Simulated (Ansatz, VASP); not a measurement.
**Be in VASP and in Ansatz**

The input INCAR:

```
  ALGO = Normal
  EDIFF = 1E-6
  EDIFFG = -0.04
  ENCUT = 600
  GGA = PE
  IBRION = 2
  ISIF = 3
  ISMEAR = 0
  LASPH = True
  LCHARG = False
  LREAL = False
  LWAVE = False
  NELM = 100
  NSW = 90
  PREC = Accurate
  SIGMA = 0.1
```

The input KPOINTS:

```
k-points
0
Gamma
  8 8 4
```

Contents of POSCAR:

```
Be
1.0
    2.0828696100      0.0000000000      0.0000000000
   -0.0007108300      2.0850531100      0.0000000000
   -1.0124250500     -1.0320414700      3.7794373300
Be
2
Direct
    0.3688105000      0.6209595800      0.7506401500
    0.6311895000      0.3790404200      0.2493598500
```

Input for Ansatz:

```yaml
crystal:
  lattice:
    - [2.08286961, 0.0, 0.0]
    - [-0.00071083, 2.08505311, 0.0]
    - [-1.01242505, -1.03204147, 3.77943733]
  atoms:
    - { symbol: Be, position: [0.3688105, 0.62095958, 0.75064015] }
    - { symbol: Be, position: [0.6311895, 0.37904042, 0.24935985] }
basis:
  ecutwfc: 420
kpoints:
  mp_grid: { grid: [8, 8, 4] }
hamiltonian:
  xc: pbe
scf:
  occupations: { method: gaussian, width: 0.1 }
  lower_state_search: "off"
output:
  forces: true
  stress: true
  eigenvalues: true
relax:
  adjacent_minimum: "off"
  f_tol: 0.04
  max_steps: 70
  cell: { stress_tol: 0.4 }
```

Alike in both runs: task relaxation of cell and atoms; functional PBE; k mesh 8 × 8 × 4; occupations gaussian, width 0.1 eV; no spin polarisation.

```csv
,VASP,Ansatz
version,VASP 6.6.1,Ansatz 0.2.0
potentials or method,"VASP PAW PBE potentials, release 64 (Be), cutoff 600 eV","scalar-relativistic, plane waves, PAW"
valence electrons in the cell,4,4
```

```tsv
	VASP	Ansatz	Ansatz less VASP
gap on the k mesh at the Fermi level, each at its own relaxed structure (eV)	none	none	-
relaxed volume (Å³/atom)	7.91	7.94	+0.028
relaxed length of the cell vector where the two differ most in proportion (Å)	3.609	3.892	+0.2836
```

A gap of «none» marks a metal or a gap that the smearing closes. One of these differences is far larger than is usual between the two programs; its cause wasn't traced.

The k mesh is coarse, so the values compare programs but aren't converged.
